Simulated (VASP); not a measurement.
Write the native input for VASP 6.6.1 that does the following.

| Quantity | Value |
| --- | --- |
| Task | single point |
| Functional | PBE |
| Potentials or basis | VASP PAW PBE potentials, release 64 (Cs_sv) |
| Cutoff | 520 eV |
| k mesh | 4 × 4 × 4 |
| Occupations | fermi-dirac, width 0.15 eV |
| Spin | no spin polarisation |
| Dipole correction | no |
| Further INCAR settings | ALGO = Normal; EDIFF = 1e-07; NBANDS = 10 |

The structure of Cs lies in POSCAR:

```
Cs
1.0
    0.0000000000      3.8820000000      3.8820000000
    3.8820000000      0.0000000000      3.8820000000
    3.8820000000      3.8820000000      0.0000000000
Cs
1
Direct
    0.0000000000      0.0000000000      0.0000000000
```

One way to write it, as run:

INCAR

```
SYSTEM = Cs
ALGO = Normal
EDIFF = 1E-7
ENCUT = 520
GGA = PE
ISIF = 2
ISMEAR = -1
LASPH = .True.
LCHARG = .False.
LREAL = .False.
LWAVE = .False.
NBANDS = 10
NELM = 80
PREC = Accurate
SIGMA = 0.15
```

KPOINTS

```
k-points
0
Gamma
  4 4 4
  0 0 0
```

Potentials or basis: VASP PAW PBE potentials, release 64 (Cs_sv).

The run is started by

```sh
$ cat potpaw_PBE.64/Cs_sv/POTCAR > POTCAR
$ mpirun -np 1 vasp_std > vasp.out
```

It gave:

The pressure is 0.0 GPa.

Run time: 12 s on 1 thread of Intel(R) Xeon(R) Platinum 8488C (Sapphire Rapids) (shared host), peak memory 0.24 GiB.
